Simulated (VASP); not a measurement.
# CoO in VASP: further runs

The runs below take CoO through single point, with PBE.

Program: VASP 6.6.1. These are calculated values, not measurements. Logs are shortened: lines on timing, memory, paths and dates and some standing lists are left out, and cuts for length are marked.

## 1. The cell of the first run

The cell holds a wire with vacuum, 2 atoms: a = 10.700 Å, b = 9.300 Å, c = 3.432 Å, α = 90.00°, β = 90.00°, γ = 90.00°.

## 2. Single point, PBE, collinear spin, ferromagnetic start

INCAR

```
ALGO = Normal
EDIFF = 1E-7
ENCUT = 520
GGA = PE
ISIF = 2
ISMEAR = 0
ISPIN = 2
LASPH = True
LCHARG = False
LMAXMIX = 4
LORBIT = 11
LREAL = False
LWAVE = False
MAGMOM = 2.74 0.5
NBANDS = 18
NELM = 150
PREC = Accurate
SIGMA = 0.05
```

KPOINTS

```
k-points
0
Gamma
  1 1 32
```

POSCAR

```
CoO
1.0
   10.7000000000      0.0000000000      0.0000000000
    0.0000000000      9.3000000000      0.0000000000
    0.0000000000      0.0000000000      3.4316128555
Co O
1 1
Direct
    0.4886795429      0.5000000000      0.0000000000
    0.5113204571      0.5000000000      0.5000000000
```

Potentials or basis: VASP PAW PBE potentials, release 64 (Co, O).

The run is started by

```console
$ cat potpaw_PBE.64/Co/POTCAR potpaw_PBE.64/O/POTCAR > POTCAR
$ mpirun -np 1 vasp_std > vasp.out
```

OUTCAR:

```text
EDIFF = 1E-7
   ENCUT = 520
   GGA = PE
   ISIF = 2
   ISMEAR = 0
   ISPIN = 2
   LASPH = True
   LORBIT = 11
   LREAL = False
   NELM = 150
   PREC = Accurate

 ion  position               nearest neighbor table
   1  0.489  0.500  0.000-   2 1.73   2 1.73
   2  0.511  0.500  0.500-   1 1.73   1 1.73

  LATTYP: Found a simple orthorhombic cell.
 ALAT       =     3.4316128555
 B/A-ratio  =     2.7100959204
 C/A-ratio  =     3.1180673492

  Lattice vectors:

 A1 = (   0.0000000000,   0.0000000000,  -3.4316128555)
 A2 = (   0.0000000000,   9.3000000000,   0.0000000000)
 A3 = (  10.7000000000,   0.0000000000,   0.0000000000)

Analysis of symmetry for initial positions (statically):
=====================================================================
 Subroutine PRICEL returns:
 Original cell was already a primitive cell.

 Routine SETGRP: Setting up the symmetry group for a
 simple orthorhombic supercell.

 Subroutine GETGRP returns: Found  4 space group operations
 (whereof  4 operations were pure point group operations)
 out of a pool of  8 trial point group operations.

The static configuration has the point symmetry C_2v.

Analysis of symmetry for dynamics (positions and initial velocities):
=====================================================================
 Subroutine PRICEL returns:
 Original cell was already a primitive cell.

 Routine SETGRP: Setting up the symmetry group for a
 simple orthorhombic supercell.

 Subroutine GETGRP returns: Found  4 space group operations
 (whereof  4 operations were pure point group operations)
 out of a pool of  8 trial point group operations.

The dynamic configuration has the point symmetry C_2v.

Analysis of structural, dynamic, and magnetic symmetry:
=====================================================================
 Subroutine PRICEL returns:
 Original cell was already a primitive cell.

 Routine SETGRP: Setting up the symmetry group for a
 simple orthorhombic supercell.

 Subroutine GETGRP returns: Found  4 space group operations
 (whereof  4 operations were pure point group operations)
 out of a pool of  8 trial point group operations.

The overall configuration has the point symmetry C_2v.

 Subroutine INISYM returns: Found  4 space group operations
 (whereof  4 operations are pure point group operations),
 and found     1 'primitive' translations

----------------------------------------------------------------------------------------

[... 108 lines left out ...]
   LORBIT       =     11    0 simple, 1 ext, 2 COOP (PROOUT), +10 PAW based schemes
   GGA     = PE    functional components
   LHFCALC =     F    Hartree Fock is set to
   AEXX    =    0.0000 exact exchange contribution
   IVDW    =     0    specifies the selected vdW correction
   LEPSILON=     F    determine dielectric tensor
   LRPA    =     F    only Hartree local field effects (RPA)
 spin polarized calculation
 Gauss-broadening in eV      SIGMA  =   0.05
  energy-cutoff  :      520.00
  volume of cell :      341.48
 maximum number of plane-waves:      9237
 NGX is ok and might be reduce to    80
   NGX = 39   NGY = 35   NGZ = 13

 number of electron      14.9999994 magnetization       2.9999966

 Free energy of the ion-electron system (eV)
  ---------------------------------------------------
  ext. energy  EPLUGINS =         0.00000000
  ---------------------------------------------------
  free energy    TOTEN  =       -11.92777148 eV

  energy without entropy =      -11.92611618  energy(sigma->0) =      -11.92694383

 E-fermi :  -4.2633     XC(G=0):  -1.7431

 val. band max:       -4.2897329772   @ k =   0.0000   0.0000   0.3438
 cond. band min:      -4.2357641084   @ k =   0.0000   0.0000   0.3750
 fundamental gap:      0.0539688688
 Fermi energy:        -4.2632600513

 spin component 1

 k-point     1 :       0.0000    0.0000    0.0000
  band No.  band energies     occupation
      1     -22.8247      1.00000
      2      -8.9241      1.00000
      3      -7.9656      1.00000
      4      -7.5769      1.00000
      5      -7.5319      1.00000
      6      -7.2476      1.00000
[... 333 lines left out ...]
      4      -9.1663      1.00000
      5      -7.5448      1.00000
      6      -6.5141      1.00000
[... 10 lines left out ...]
     17       4.4338      0.00000
     18       4.4778      0.00000
 Fermi energy:        -4.2632600513

 spin component 2

 k-point     1 :       0.0000    0.0000    0.0000
  band No.  band energies     occupation
      1     -22.1937      1.00000
      2      -8.1021      1.00000
      3      -7.0653      1.00000
      4      -6.7624      1.00000
      5      -5.1564      1.00000
      6      -4.7779      1.00000
[... 334 lines left out ...]
      5      -5.1766      1.00000
      6      -4.1515      0.00079
[... 10 lines left out ...]
     17       4.3944      0.00000
     18       4.5863      0.00000

------------------------ aborting loop because EDIFF is reached ----------------------------------------

  FORCE on cell =-STRESS in cart. coord.  units (eV):
  Direction    XX          YY          ZZ          XY          YZ          ZX
  --------------------------------------------------------------------------------------
  -------------------------------------------------------------------------------------
  Total       -0.0310335     -0.0263936     -0.0266036      0.0000000      0.0000000      0.0000000
  in kB       -0.1456049     -0.1238352     -0.1248204      0.0000000      0.0000000      0.0000000
  external PRESSURE =      -0.1314202 kB  Pullay stress =       0.0000000 kB

 VOLUME and BASIS-vectors are now :
 -----------------------------------------------------------------------------
  energy-cutoff  :      520.00
  volume of cell :      341.48
      direct lattice vectors                 reciprocal lattice vectors
    10.700000000  0.000000000  0.000000000     0.093457944  0.000000000  0.000000000
     0.000000000  9.300000000  0.000000000     0.000000000  0.107526882  0.000000000
     0.000000000  0.000000000  3.431612856     0.000000000  0.000000000  0.291408163

 POSITION                                       TOTAL-FORCE (eV/Angst)
 -----------------------------------------------------------------------------------
      5.22887      4.65000      0.00000         0.018973      0.000000      0.000000
      5.47113      4.65000      1.71581        -0.018973      0.000000      0.000000
 -----------------------------------------------------------------------------------
    total drift:                               -0.000361     -0.000000      0.000001

  FREE ENERGIE OF THE ION-ELECTRON SYSTEM (eV)
  ---------------------------------------------------
  free  energy   TOTEN  =       -11.9277714781 eV

  energy  without entropy=      -11.9261161833  energy(sigma->0) =      -11.92694383

 total charge

# of ion       s       p       d       tot
------------------------------------------
    1        0.456   0.461   7.127   8.045
    2        1.560   3.436   0.000   4.997
--------------------------------------------------
tot          2.017   3.897   7.127  13.041

 magnetization (x)

# of ion       s       p       d       tot
------------------------------------------
    1        0.098   0.027   2.323   2.448
    2        0.006   0.325   0.000   0.330
--------------------------------------------------
tot          0.104   0.351   2.323   2.778
```

Run time: 7.1 min. Hardware: 1 thread of Intel Xeon 6975P-C, shared host; peak memory 0.61 GiB.

What came out:

| Quantity | Value |
| --- | --- |
| Free energy | -11.9278 eV |
| Largest force | 0.019 eV/Å |
| Band gap on the k mesh | zero (filled and empty bands overlap) |
| Net moment | 3.00 μB per cell |
| Site moments | Co +2.45; O +0.33 μB |
| Valence electrons inside the program's atomic spheres | Co 8.04; O 5.00 |

Forces on the atoms (eV/Å):
```
Co   0.019  0.000  0.000
O   -0.019  0.000  0.000
```

Levels at points of the mesh, in eV from the Fermi level:
Spin up:
```csv
k point,band 6,band 7,band 8,band 9,band 10,band 11,band 12,band 13
"(0.00, 0.00, 0.00)",-2.98,-2.20,-2.16,-1.85,2.89,4.63,4.67,5.15
"(0.00, 0.00, 0.50)",-2.25,-1.24,-0.44,-0.14,5.20,5.56,6.72,6.94
```
Spin down:
| k point | band 2 | band 3 | band 4 | band 5 | band 6 | band 7 | band 8 | band 9 | band 10 | band 11 |
| --- | --- | --- | --- | --- | --- | --- | --- | --- | --- | --- |
| (0.00, 0.00, 0.00) | -3.84 | -2.80 | -2.50 | -0.89 | -0.51 | -0.32 | 0.21 | 0.36 | 3.53 | 4.79 |
| (0.00, 0.00, 0.50) | -6.61 | -3.66 | -3.43 | -0.91 | 0.11 | 0.42 | 1.86 | 1.86 | 5.76 | 6.14 |

Caveat: semilocal functionals often make such compounds metallic where correlation or magnetic order opens a gap, which also shifts bond lengths. With open d or f shells a metallic result of PBE can be an artefact of self-interaction; +U or a hybrid may open a gap.

(Continued in part 2 of 3.)
